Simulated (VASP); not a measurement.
A run of VASP 6.6.1 is set up as follows.

Contents of INCAR:

```
PREC     = Accurate       # precision mode
ENCUT    = 520            # plane-wave cutoff, eV
EDIFF    = 1E-6           # SCF threshold, eV
ISMEAR   = -1             # smearing method
SIGMA    = 0.05           # smearing width, eV
LREAL    = False          # projectors in reciprocal space
LASPH    = True           # aspherical terms in the spheres
NELM     = 80             # most SCF steps
ALGO     = Normal         # electronic algorithm
ISIF     = 2              # what is computed and relaxed
LWAVE    = False          # write WAVECAR
LCHARG   = True           # write CHGCAR
GGA      = PE             # functional
LELF     = True           # ELF
LVHAR    = True         
NBANDS   = 16             # bands
```

Contents of KPOINTS:

```
regular mesh
0
Gamma
  6 6 6
```

The input POSCAR:

```
GaN
1.0
    0.0000000000      2.2535006075      2.2535006075
    2.2535006075      0.0000000000      2.2535006075
    2.2535006075      2.2535006075      0.0000000000
Ga N
1 1
Direct
    0.0000000000      0.0000000000      0.0000000000
    0.2500000000      0.2500000000      0.2500000000
```

Potentials or basis: VASP PAW PBE potentials, release 64 (Ga_d, N).

Launch:

```sh
$ cat potpaw_PBE.64/Ga_d/POTCAR potpaw_PBE.64/N/POTCAR > POTCAR
$ mpirun -np 1 vasp_std > vasp.out
```

Task: Predict the band gap on the k mesh.

Result: 1.72 eV, direct.

Task: Estimate the pressure.

Result: 5.0 GPa.

As with any semilocal functional, this PBE gap is likely too small.
